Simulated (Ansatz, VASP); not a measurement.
**Two plane-wave programs on SiO2**

The input POSCAR:

```
SiO2
1.0
    5.0284719684      0.0000000000      0.0000000000
    0.0000000000      5.0284719684      0.0000000000
    0.0000000000      0.0000000000      6.9833470448
Si O
4 8
Direct
    0.3024588131      0.3024588131      0.0000000000
    0.1975411869      0.8024588131      0.2500000000
    0.6975411869      0.6975411869      0.5000000000
    0.8024588131      0.1975411869      0.7500000000
    0.2381684589      0.1092706349      0.1814546508
    0.3907293651      0.7381684589      0.4314546508
    0.7618315411      0.8907293651      0.6814546508
    0.6092706349      0.2618315411      0.9314546508
    0.7381684589      0.3907293651      0.5685453492
    0.8907293651      0.7618315411      0.3185453492
    0.2618315411      0.6092706349      0.0685453492
    0.1092706349      0.2381684589      0.8185453492
```

INCAR.step1

```
SYSTEM = SiO2
PREC = Accurate
ENCUT = 520
ISMEAR = 0
SIGMA = 0.01
LREAL = .False.
LASPH = .True.
NELM = 80
NBANDS = 44
GGA = PE
ALGO = Normal
EDIFF = 1E-4
LWAVE = .True.
LCHARG = .False.
```

The input INCAR.step2:

```
SYSTEM = SiO2
PREC = Accurate
ENCUT = 520
EDIFF = 1E-6
ISMEAR = 0
SIGMA = 0.01
LREAL = .False.
LASPH = .True.
NELM = 80
ALGO = Normal
ISIF = 2
LWAVE = .False.
LCHARG = .True.
METAGGA = R2SCAN
LMIXTAU = .True.
LELF = .True.
LVHAR = .True.
NBANDS = 44
ISTART = 1
```

File KPOINTS:

```
Automatic mesh
0
Gamma
  4 4 4
  0 0 0
```

Input for Ansatz:

```yaml
crystal:
  lattice:
    - [5.0284719684, 0.0, 0.0]
    - [0.0, 5.0284719684, 0.0]
    - [0.0, 0.0, 6.9833470448]
  atoms:
    - { symbol: Si, position: [0.3024588131, 0.3024588131, 0.0] }
    - { symbol: Si, position: [0.1975411869, 0.8024588131, 0.25] }
    - { symbol: Si, position: [0.6975411869, 0.6975411869, 0.5] }
    - { symbol: Si, position: [0.8024588131, 0.1975411869, 0.75] }
    - { symbol: O, position: [0.2381684589, 0.1092706349, 0.1814546508] }
    - { symbol: O, position: [0.3907293651, 0.7381684589, 0.4314546508] }
    - { symbol: O, position: [0.7618315411, 0.8907293651, 0.6814546508] }
    - { symbol: O, position: [0.6092706349, 0.2618315411, 0.9314546508] }
    - { symbol: O, position: [0.7381684589, 0.3907293651, 0.5685453492] }
    - { symbol: O, position: [0.8907293651, 0.7618315411, 0.3185453492] }
    - { symbol: O, position: [0.2618315411, 0.6092706349, 0.0685453492] }
    - { symbol: O, position: [0.1092706349, 0.2381684589, 0.8185453492] }
kpoints:
  mp_grid: { grid: [4, 4, 4] }
hamiltonian:
  xc: r2scan
scf:
  occupations: { method: fixed }
  n_extra_bands: 7
output:
  forces: true
  stress: true
  eigenvalues: true
```

Alike in both runs: task single point; functional r2SCAN; k mesh 4 × 4 × 4; no spin polarisation.

|  | VASP | Ansatz |
| --- | --- | --- |
| version | VASP 6.6.1 | Ansatz 0.2.0 |
| potentials or method | VASP PAW PBE potentials, release 64 (Si, O) | plane waves, PAW |
| plane-wave cutoff (eV) | 520 | 500 |
| occupations | gaussian, width 0.01 eV | fixed |
| valence electrons in the cell | 64 | 64 |

VASP gave:

| Property | Result |
| --- | --- |
| gap on the k mesh at the Fermi level (eV) | 6.18 |
| pressure (GPa) | -4.7 |
| rms of the force components (eV/Å) | 0.150 |

**Question.** What did Ansatz give for the same quantities?

**Answer.** gap on the k mesh at the Fermi level (eV): 6.18; pressure (GPa): -4.9; rms of the force components (eV/Å): 0.150.

VASP's potentials were made for PBE, not for r2SCAN. Atom by atom the forces differ by 0.009 eV/Å (rms over components).
